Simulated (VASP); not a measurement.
C:

```
C
1.0
     0.00000    1.78000    1.78000
     1.78000    0.00000    1.78000
     1.78000    1.78000    0.00000
C
2
Direct
  0.00000 0.00000 0.00000
  0.25000 0.25000 0.25000
```

```yaml
Program: VASP 6.6.1
Task: relaxation of cell and atoms
Functional: LDA
Potentials_or_basis: VASP PAW LDA potentials, release 64 (C)
Cutoff: 600 eV
k_mesh: 10 × 10 × 10
Occupations: gaussian, width 0.1 eV
Spin: no spin polarisation
```

At the start: pressure -9.9 GPa; volume 5.64 Å³/atom.

Task: Where does the relaxation end?

Result: Over 3 steps the energy falls by 3.9 meV/atom and the volume is 5.52 Å³/atom (-2.2 %); space group Fd-3m (No. 227, to 0.05 Å).

The path:
| step | energy change (eV) | largest force (eV/Å) | pressure (GPa) | volume (Å³) |
| --- | --- | --- | --- | --- |
| 1 | 0.0000 | 0.0000 | -9.95 | 11.28 |
| 2 | 0.0057 | 0.0000 | 14.15 | 10.72 |
| 3 | -0.0078 | 0.0000 | -0.07 | 11.03 |

Final structure:
```
CELL_PARAMETERS angstrom
0.00000 1.76693 1.76693
1.76693 0.00000 1.76693
1.76693 1.76693 0.00000
ATOMIC_POSITIONS crystal
C 0.00000 0.00000 0.00000
C 0.25000 0.25000 0.25000
```
